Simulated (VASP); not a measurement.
Write the native input for VASP 6.6.1 that does the following.

| Quantity | Value |
| --- | --- |
| Task | single point |
| Functional | PBE |
| Potentials or basis | VASP PAW PBE potentials, release 64 (Cu_sv_GW) |
| Cutoff | 820 eV |
| k mesh | 13 × 13 × 13 |
| Occupations | gaussian, width 0.021 eV |
| Spin | no spin polarisation |
| Dipole correction | no |
| Further INCAR settings | ALGO = Normal; EDIFF = 1e-06; NBANDS = 16 |

The structure of Cu lies in POSCAR:

```
Cu
1.0
   -1.4427933200      1.4427933200      1.3760814500
    1.4427933200     -1.4427933200      1.3760814500
    1.4427933200      1.4427933200     -1.3760814500
Cu
1
Direct
    0.0000000000      0.0000000000      0.0000000000
```

The input as run:

INCAR

```
ALGO = Normal ; EDIFF = 1E-6
ENCUT = 820 ; GGA = PE
GGA_COMPAT = F ; ISIF = 2
ISMEAR = 0 ; LASPH = T
LCHARG = T ; LELF = T
LREAL = F ; LVHAR = T
LWAVE = F ; NBANDS = 16
NELM = 120 ; PREC = Accurate
SIGMA = 0.020999999999999998
```

KPOINTS

```
k-points
0
Gamma
  13 13 13
```

Potentials or basis: VASP PAW PBE potentials, release 64 (Cu_sv_GW).

Run with:

```sh
$ cat potpaw_PBE.64/Cu_sv_GW/POTCAR > POTCAR
$ mpirun -np 1 vasp_std > vasp.out
```

It gave:

* Pressure: 6.2 GPa
* Band gap on the k mesh: zero (an odd number of electrons rules out a gap without spin polarisation)

Caveat: the cell stands under pressure.

Wall time 77 s on 1 thread of Intel(R) Xeon(R) Platinum 8259CL CPU @ 2.50GHz (Skylake/Cascade Lake) (shared host), peak memory 0.21 GiB.
